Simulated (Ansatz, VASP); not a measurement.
**AgI in VASP and in Ansatz**

```xyz
4
Lattice="4.6859 0.0000 0.0000 -2.3429 4.0581 0.0000 0.0000 0.0000 7.6645" Properties=species:S:1:pos:R:3 pbc="T T T"
Ag    2.3429    1.3527    4.8106
Ag    0.0000    2.7054    0.9784
I     2.3429    1.3527    0.0180
I     0.0000    2.7054    3.8502
```

Alike in both runs: functional PBE; k mesh 6 × 6 × 4; occupations gaussian, width 0.02 eV; no spin polarisation.

Ansatz relaxed the structure, and its values are those at the end. VASP's run is a single point on that final structure, the one shown.

```csv
,VASP,Ansatz
version,VASP 6.6.1,Ansatz 0.2.0
potentials or method,"VASP PAW PBE potentials, release 64 (Ag, I), cutoff 500 eV","scalar-relativistic, plane waves, PAW"
valence electrons in the cell,36,72
```

|  | VASP | Ansatz | Ansatz less VASP |
| --- | --- | --- | --- |
| gap on the k mesh at the Fermi level (eV) | 1.37 | 1.37 | -0.002 |
| least direct gap on the mesh (eV) | 1.37 | 1.37 | -0.002 |
| pressure (GPa) | -0.1 | 0.0 | +0.06 |

With one functional, cell and mesh, what is left measures potentials, basis and numerics. VASP's potentials hold 36 valence electrons a cell and Ansatz's 72, so a difference there can come from the potentials and not from the codes.

Spin-orbit coupling is off throughout.
